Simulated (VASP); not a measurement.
**WC: single point with PBE**

Crystal: WC.

```
W C
1.0
    -2.93665   -5.08643    0.00000
     4.40498   -2.54321    0.00000
     0.00000    0.00000    5.76851
W C
8 8
Direct
  0.77742 0.50523 0.96651
  0.74440 0.50192 0.48059
  0.51189 0.03602 0.97386
  0.52163 0.99704 0.46445
  0.26484 0.49929 0.02125
  0.26481 0.52589 0.51653
  0.00181 0.97628 0.99386
  0.01421 0.01515 0.47853
  0.47990 0.67971 0.22637
  0.53385 0.68662 0.73038
  0.24500 0.15096 0.25681
  0.26196 0.19827 0.69980
  0.99655 0.67834 0.29190
  0.04327 0.64730 0.75094
  0.77267 0.15720 0.20978
  0.75725 0.16074 0.74860
```

* Program: VASP 6.6.1
* Task: single point
* Functional: PBE
* Potentials or basis: VASP PAW PBE potentials, release 64 (W_sv, C)
* Cutoff: 520 eV
* k mesh: 2 × 2 × 2
* Occupations: fermi-dirac, width 0.24 eV
* Spin: no spin polarisation
* Dipole correction: no
* Further INCAR settings: LREAL = Auto; ALGO = Normal; EDIFF = 1e-06; NBANDS = 86

The pressure is 5.3 GPa, the largest force is 4.530 eV/Å and the band gap on the k mesh is zero (band 72 reaches 11.04 eV, above the bottom of band 73 at 10.91 eV).

Forces on the atoms (eV/Å):
```
W    0.318  1.820  2.822
W   -1.228 -1.264  0.466
W   -2.256  2.986  0.824
W    2.167 -0.191  2.271
W    0.035  1.110 -3.466
W   -1.542  0.458 -4.061
W    1.170 -3.238 -1.590
W    0.671  1.634  3.351
C   -0.924 -2.824  1.296
C    0.480  0.799  0.567
C    0.906 -2.363 -2.651
C   -3.001  0.760  3.307
C   -1.525  0.131 -4.050
C    2.923  1.274  1.116
C    1.891  0.625  1.870
C   -0.084 -1.715 -2.070
```

Stress tensor (GPa, compression positive):
```
 4.53 -1.98  3.36
-1.98  9.96  3.12
 3.36  3.12  1.34
```

Levels at points of the mesh, in eV from the Fermi level:
```tsv
k point	band 68	band 69	band 70	band 71	band 72	band 73	band 74	band 75	band 76	band 77
(0.00, 0.00, 0.00)	-1.20	-1.03	-0.72	-0.40	0.00	0.08	0.65	0.81	1.32	1.68
(0.50, 0.00, 0.00)	-1.59	-1.01	-0.94	-0.16	0.02	0.23	0.35	0.47	0.80	1.52
(0.00, 0.50, 0.00)	-1.80	-0.89	-0.72	-0.33	0.00	0.80	0.93	1.41	1.51	1.89
(0.50, 0.50, 0.00)	-1.89	-1.73	-1.46	-1.33	-1.06	0.86	1.14	1.28	1.60	1.63
(0.00, 0.00, 0.50)	-1.46	-1.27	-1.18	-0.16	-0.07	0.26	0.32	0.54	0.96	1.92
(0.50, 0.00, 0.50)	-1.45	-1.22	-1.20	-0.88	-0.80	-0.11	0.09	0.57	0.77	1.88
(0.00, 0.50, 0.50)	-1.48	-1.37	-1.28	-1.19	-1.00	0.51	0.57	0.62	0.80	2.15
(0.50, 0.50, 0.50)	-1.85	-1.61	-1.50	-1.27	-1.13	0.86	1.12	1.15	1.16	1.39
```

It took 2.8 min on 1 thread of Intel(R) Xeon(R) Platinum 8488C (Sapphire Rapids), with other jobs on the host, peak memory 0.32 GiB.

Caveat: the k points lie up to 0.62 Å⁻¹ apart; spin-orbit coupling is left out, which moves the levels of the heavy elements; forces of over 1 eV/Å act on the atoms, so gaps and moduli don't describe the material at rest.
